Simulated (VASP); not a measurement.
# Al2O3 (Pnnm) in VASP: a series of runs

Aim: see how the results for Al2O3 move with the level of theory and the settings. Levels: PBE, BLYP, r2SCAN+rVV10, BLYP+D4. Tasks: single point.

Everything below comes from runs of VASP 6.6.1. Logs are shortened: lines on timing, memory, paths and dates and some standing lists are left out, and cuts for length are marked.

### Step 1. The cell of the first run

It takes space group Pnnm (No. 58, orthorhombic). Conventional cell: a = 4.713 Å, b = 9.704 Å, c = 3.026 Å, α = 90.00°, β = 90.00°, γ = 90.00°. Within 2.2 Å of Al (site symmetry m) lie 4 O at 1.68 to 1.82 Å. O (site symmetry 2/m) has 2 Al at 1.68 Å within 2.2 Å. O (site symmetry m) has 3 Al at 1.81 to 1.82 Å within 2.4 Å.

### Step 2. Single point, PBE

Contents of INCAR:

```
SYSTEM = Al2O3
  PREC = Accurate
  ENCUT = 520
  EDIFF = 1E-7
  ISMEAR = -1
  SIGMA = 0.05
  LREAL = .False.
  LASPH = .True.
  NELM = 60
  ALGO = Normal
  ISIF = 2
  LWAVE = .False.
  LCHARG = .True.
  GGA = PE
  LELF = .True.
  LVHAR = .True.
  NBANDS = 35
```

Contents of KPOINTS:

```
regular mesh
0
Gamma
  6 3 9
  0 0 0
```

Contents of POSCAR:

```
Al2O3
1.0
    4.7134307357      0.0000000000      0.0000000000
    0.0000000000      9.7040314648      0.0000000000
    0.0000000000      0.0000000000      3.0258746913
Al O
4 6
Direct
    1.0675908689      0.8295142521      0.0000000000
   -0.0675908689      0.1704857479      0.0000000000
    0.5675908689      0.6704857479      0.5000000000
    0.4324091311      0.3295142521      0.5000000000
    0.5000000000      0.5000000000      0.5000000000
    0.2445848417      0.7728595421      0.5000000000
    0.2554151583      0.2728595421      0.0000000000
    0.7445848417      0.7271404579      0.0000000000
    0.0000000000      0.0000000000      0.0000000000
    0.7554151583      0.2271404579      0.5000000000
```

Potentials or basis: VASP PAW PBE potentials, release 64 (Al, O).

Run with:

```bash
cat potpaw_PBE.64/Al/POTCAR potpaw_PBE.64/O/POTCAR > POTCAR
mpirun -np 1 vasp_std > vasp.out
```

OUTCAR:

```text
SYSTEM = Al2O3
   PREC = Accurate
   ENCUT = 520
   EDIFF = 1E-7
   ISMEAR = -1
   LREAL = .False.
   LASPH = .True.
   NELM = 60
   ISIF = 2
   GGA = PE

 ion  position               nearest neighbor table
   1  0.068  0.830  0.000-   9 1.68   6 1.81   6 1.81   8 1.82   3 3.20   3 3.20   3 3.20   3 3.20

   2  0.932  0.170  0.000-   9 1.68  10 1.81  10 1.81   7 1.82   4 3.20   4 3.20   4 3.20   4 3.20

   3  0.568  0.670  0.500-   5 1.68   8 1.81   8 1.81   6 1.82   1 3.20   1 3.20   1 3.20   1 3.20

   4  0.432  0.330  0.500-   5 1.68   7 1.81   7 1.81  10 1.82   2 3.20   2 3.20   2 3.20   2 3.20

   5  0.500  0.500  0.500-   3 1.68   4 1.68
   6  0.245  0.773  0.500-   1 1.81   1 1.81   3 1.82
   7  0.255  0.273  0.000-   4 1.81   4 1.81   2 1.82
   8  0.745  0.727  0.000-   3 1.81   3 1.81   1 1.82
   9  0.000  0.000  0.000-   1 1.68   2 1.68
  10  0.755  0.227  0.500-   2 1.81   2 1.81   4 1.82

  LATTYP: Found a simple orthorhombic cell.
 ALAT       =     3.0258746913
 B/A-ratio  =     1.5577085030
 C/A-ratio  =     3.2070169636

  Lattice vectors:

 A1 = (   0.0000000000,   0.0000000000,   3.0258746913)
 A2 = (   4.7134307357,   0.0000000000,   0.0000000000)
 A3 = (   0.0000000000,   9.7040314648,   0.0000000000)

Analysis of symmetry for initial positions (statically):
=====================================================================
 Subroutine PRICEL returns:
 Original cell was already a primitive cell.

 Routine SETGRP: Setting up the symmetry group for a
 simple orthorhombic supercell.

 Subroutine GETGRP returns: Found  8 space group operations
 (whereof  4 operations were pure point group operations)
 out of a pool of  8 trial point group operations.

The static configuration has the point symmetry C_2h.
 The point group associated with its full space group is D_2h.

Analysis of symmetry for dynamics (positions and initial velocities):
=====================================================================
 Subroutine PRICEL returns:
 Original cell was already a primitive cell.

 Routine SETGRP: Setting up the symmetry group for a
 simple orthorhombic supercell.

 Subroutine GETGRP returns: Found  8 space group operations
 (whereof  4 operations were pure point group operations)
 out of a pool of  8 trial point group operations.

The dynamic configuration has the point symmetry C_2h.
 The point group associated with its full space group is D_2h.

 Subroutine INISYM returns: Found  8 space group operations
 (whereof  4 operations are pure point group operations),
 and found     1 'primitive' translations

[... 113 lines left out ...]
   NSW    =      0    number of steps for IOM
   IBRION =     -1    ionic relax: 0-MD 1-quasi-New 2-CG
   NFREE  =      0    steps in history (QN), initial steepest desc. (CG)
   ISIF   =      2    stress and relaxation
   ISYM   =      2    0-nonsym 1-usesym 2-fastsym
   POTIM  = 0.5000    time-step for ionic-motion
   TEBEG  =    0.0;   TEEND  =   0.0 temperature during run
   PSTRESS=    0.0 pullay stress
   NELECT =      48.0000    total number of electrons
   NUPDOWN=      -1.0000    fix difference up-down
   EMIN   =  10.00;   EMAX   =-10.00  energy-range for DOS
   EFERMI =   0.00;   METHOD = LEGACY
   ISMEAR =    -1;   SIGMA  =   0.05  broadening in eV -4-tet -1-fermi 0-gaus
   EFERMI_NEDOS =   21; number of points for ismear=-14 and -15
   IALGO  =     38    algorithm
   IMIX   =      4    mixing-type and parameters
     AMIX     =   0.40;   BMIX     =  1.00
     AMIX_MAG =   1.60;   BMIX_MAG =  1.00
  volume/ion in A,a.u.               =      13.84        93.40
  Fermi-wavevector in a.u.,A,eV,Ry     =   1.150205  2.173572 18.000113  1.322971
  Thomas-Fermi vector in A             =   2.286870
   LORBIT       =      0    0 simple, 1 ext, 2 COOP (PROOUT), +10 PAW based schemes
   GGA     = PE    functional components
   LHFCALC =     F    Hartree Fock is set to
   AEXX    =    0.0000 exact exchange contribution
   IVDW    =     0    specifies the selected vdW correction
   LEPSILON=     F    determine dielectric tensor
   LRPA    =     F    only Hartree local field effects (RPA)
 non-spin polarized calculation
  energy-cutoff  :      520.00
  volume of cell :      138.40
 maximum number of plane-waves:      3760
 NGX is ok and might be reduce to    36
   NGX = 17   NGY = 37   NGZ = 11

 number of electron      48.0000006 magnetization

 Free energy of the ion-electron system (eV)
  ---------------------------------------------------
  ext. energy  EPLUGINS =         0.00000000
  ---------------------------------------------------
  free energy    TOTEN  =       -74.04196755 eV

  energy without entropy =      -74.04196755  energy(sigma->0) =      -74.04196755

 E-fermi :   3.1419     XC(G=0):  -8.7295

 val. band max:        1.9662173731   @ k =   0.0000   0.0000   0.0000
 cond. band min:       5.3680880866   @ k =   0.0000   0.0000   0.0000
 fundamental gap:      3.4018707135
 Fermi energy:         3.1419488331

 k-point     1 :       0.0000    0.0000    0.0000
  band No.  band energies     occupation
      1     -17.0915      2.00000
      2     -17.0178      2.00000
      3     -15.9185      2.00000
      4     -15.9010      2.00000
      5     -14.5324      2.00000
      6     -14.4044      2.00000
[... 901 lines left out ...]
     34      12.6043      0.00000
     35      12.7303      0.00000

 [... further k-points ...]
[... 5 lines left out ...]
  --------------------------------------------------------------------------------------
  -------------------------------------------------------------------------------------
  Total       -0.0933200      0.1142137     -0.1472080      0.0000000      0.0000000      0.0000000
  in kB       -1.0803021      1.3221737     -1.7041262      0.0000000      0.0000000      0.0000000
  external PRESSURE =      -0.4874182 kB  Pullay stress =       0.0000000 kB

 VOLUME and BASIS-vectors are now :
 -----------------------------------------------------------------------------
  energy-cutoff  :      520.00
  volume of cell :      138.40
      direct lattice vectors                 reciprocal lattice vectors
     4.713430736  0.000000000  0.000000000     0.212159689  0.000000000  0.000000000
     0.000000000  9.704031465  0.000000000     0.000000000  0.103049954  0.000000000
     0.000000000  0.000000000  3.025874691     0.000000000  0.000000000  0.330482952

 POSITION                                       TOTAL-FORCE (eV/Angst)
 -----------------------------------------------------------------------------------
      0.31858      8.04963      0.00000         0.002807     -0.025639     -0.000000
      4.39485      1.65440      0.00000        -0.002807      0.025639      0.000000
      2.67530      6.50641      1.51294         0.002807      0.025639      0.000000
      2.03813      3.19762      1.51294        -0.002807     -0.025639      0.000000
      2.35672      4.85202      1.51294         0.000000      0.000000      0.000000
      1.15283      7.49985      1.51294         0.002293     -0.001843      0.000000
      1.20388      2.64784      0.00000        -0.002293     -0.001843     -0.000000
      3.50955      7.05619      0.00000         0.002293      0.001843      0.000000
      0.00000      0.00000      0.00000         0.000000      0.000000      0.000000
      3.56060      2.20418      1.51294        -0.002293      0.001843     -0.000000
 -----------------------------------------------------------------------------------
    total drift:                                0.000000      0.000000      0.000000

  FREE ENERGIE OF THE ION-ELECTRON SYSTEM (eV)
  ---------------------------------------------------
  free  energy   TOTEN  =       -74.0419675529 eV

  energy  without entropy=      -74.0419675529  energy(sigma->0) =      -74.04196755
```

OSZICAR:

```text
N       E                     dE             d eps       ncg     rms          rms(c)
DAV:   1     0.255635495283E+03    0.25564E+03   -0.23055E+04  2800   0.123E+03
DAV:   2    -0.645631146777E+02   -0.32020E+03   -0.30570E+03  3686   0.271E+02
DAV:   3    -0.857198527361E+02   -0.21157E+02   -0.21040E+02  3549   0.743E+01
DAV:   4    -0.859612190136E+02   -0.24137E+00   -0.24114E+00  3352   0.898E+00
DAV:   5    -0.859649467560E+02   -0.37277E-02   -0.37269E-02  3477   0.111E+00    0.203E+01
DAV:   6    -0.740896405618E+02    0.11875E+02   -0.45594E+01  3156   0.344E+01    0.738E+00
DAV:   7    -0.740593078224E+02    0.30333E-01   -0.96832E-01  3162   0.508E+00    0.396E+00
DAV:   8    -0.740240009575E+02    0.35307E-01   -0.10644E-01  3476   0.245E+00    0.121E+00
DAV:   9    -0.740362141111E+02   -0.12213E-01   -0.38705E-02  3125   0.138E+00    0.287E-01
DAV:  10    -0.740399504263E+02   -0.37363E-02   -0.46884E-03  3151   0.349E-01    0.199E-01
DAV:  11    -0.740419226967E+02   -0.19723E-02   -0.23538E-03  3030   0.299E-01    0.635E-02
DAV:  12    -0.740419272702E+02   -0.45735E-05   -0.37321E-04  3399   0.119E-01    0.188E-02
DAV:  13    -0.740419632093E+02   -0.35939E-04   -0.10478E-04  3025   0.582E-02    0.134E-02
DAV:  14    -0.740419672411E+02   -0.40318E-05   -0.18599E-05  3167   0.262E-02    0.146E-03
DAV:  15    -0.740419675477E+02   -0.30658E-06   -0.80281E-07  3474   0.518E-03    0.963E-04
DAV:  16    -0.740419675529E+02   -0.52028E-08   -0.62653E-08  2183   0.160E-03
   1 F= -.74041968E+02 E0= -.74041968E+02  d E =-.214599E-10
```

Run time: 3.3 min. Hardware: 1 thread of Intel Xeon 6975P-C, shared host; peak memory 0.31 GiB.

Results:

```
Free energy            : -74.0420 eV
Pressure               : 0.0 GPa
Largest force          : 0.026 eV/Å
Band gap on the k mesh : 3.40 eV, direct
```

Forces on the atoms (eV/Å):
```
Al   0.003 -0.026  0.000
Al  -0.003  0.026  0.000
Al   0.003  0.026  0.000
Al  -0.003 -0.026  0.000
O    0.000  0.000  0.000
O    0.002 -0.002  0.000
O   -0.002 -0.002  0.000
O    0.002  0.002  0.000
O    0.000  0.000  0.000
O   -0.002  0.002  0.000
```

[end of part 1 of 2]
